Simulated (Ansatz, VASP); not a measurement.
Rh in VASP and in Ansatz

```xyz
2
Lattice="2.7127 0.0000 0.0000 -1.3563 2.3492 0.0000 0.0000 0.0000 4.3988" Properties=species:S:1:pos:R:3 pbc="T T T"
Rh    1.3563    0.7831    3.2991
Rh    0.0000    1.5662    1.0997
```

Alike in both runs: task single point; functional PBEsol; k mesh 12 × 12 × 7; occupations gaussian, width 0.1 eV; no spin polarisation.

```csv
,VASP,Ansatz
version,VASP 6.6.1,Ansatz 0.2.0
potentials or method,"VASP PAW PBE potentials, release 64 (Rh_pv), cutoff 520 eV","plane waves, PAW"
valence electrons in the cell,30,34
```

```csv
,VASP,Ansatz,Ansatz less VASP
pressure (GPa),-9.2,-9.1,+0.08
"traceless stress, the component that is largest in VASP (GPa)",-0.14,-0.15,-0.012
```

VASP's potentials were made for PBE, not for PBEsol. VASP's potentials hold 30 valence electrons a cell and Ansatz's 34, so a difference there can come from the potentials and not from the codes. Ansatz's warnings: structure snapped to symmetry.
